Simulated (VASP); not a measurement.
Set up this calculation in VASP 6.6.1, as the native input.

| Quantity | Value |
| --- | --- |
| Task | single point |
| Functional | PBE |
| Potentials or basis | VASP PAW PBE potentials, release 64 (Mg_sv, O) |
| Cutoff | 840 eV |
| k mesh | 13 × 13 × 7 |
| Occupations | fermi-dirac, width 0.1 eV |
| Spin | no spin polarisation |
| Dipole correction | no |
| Further INCAR settings | ALGO = Normal; EDIFF = 1e-06; NBANDS = 24 |

The structure of MgO lies in POSCAR:

```
MgO
1.0
    3.0759532275      0.0000000000      0.0000000000
   -1.5379766137      2.6638536359      0.0000000000
    0.0000000000      0.0000000000      3.7338312557
Mg O
2 2
Direct
    0.3333333333      0.6666666667     -0.0620007622
    0.6666666667      0.3333333333      0.4379992378
    0.3333333333      0.6666666667      0.4380007622
    0.6666666667      0.3333333333      0.9380007622
```

These files were run (other wordings do the same):

INCAR

```
ALGO     = Normal         # electronic algorithm
EDIFF    = 1E-6           # SCF threshold, eV
ENCUT    = 840            # plane-wave cutoff, eV
GGA      = PE             # functional
GGA_COMPAT= False        
ISIF     = 2              # what is computed and relaxed
ISMEAR   = -1             # smearing method
LASPH    = True           # aspherical terms in the spheres
LCHARG   = False          # write CHGCAR
LREAL    = False          # projectors in reciprocal space
LWAVE    = False          # write WAVECAR
NBANDS   = 24             # bands
NELM     = 120            # most SCF steps
PREC     = Accurate       # precision mode
SIGMA    = 0.1            # smearing width, eV
```

KPOINTS

```
k-points
0
Gamma
  13 13 7
```

Potentials or basis: VASP PAW PBE potentials, release 64 (Mg_sv, O).

The run is started by

```console
$ cat potpaw_PBE.64/Mg_sv/POTCAR potpaw_PBE.64/O/POTCAR > POTCAR
$ mpirun -np 1 vasp_std > vasp.out
```

Results of the run:

| Quantity | Value |
| --- | --- |
| Pressure | 111.0 GPa |
| Band gap on the k mesh | 5.44 eV |

Caveat: the cell stands under pressure.

Run time: 55 s on 1 thread of AMD EPYC 9R45 96-Core Processor (Zen 5), with other jobs on the host, peak memory 0.21 GiB.
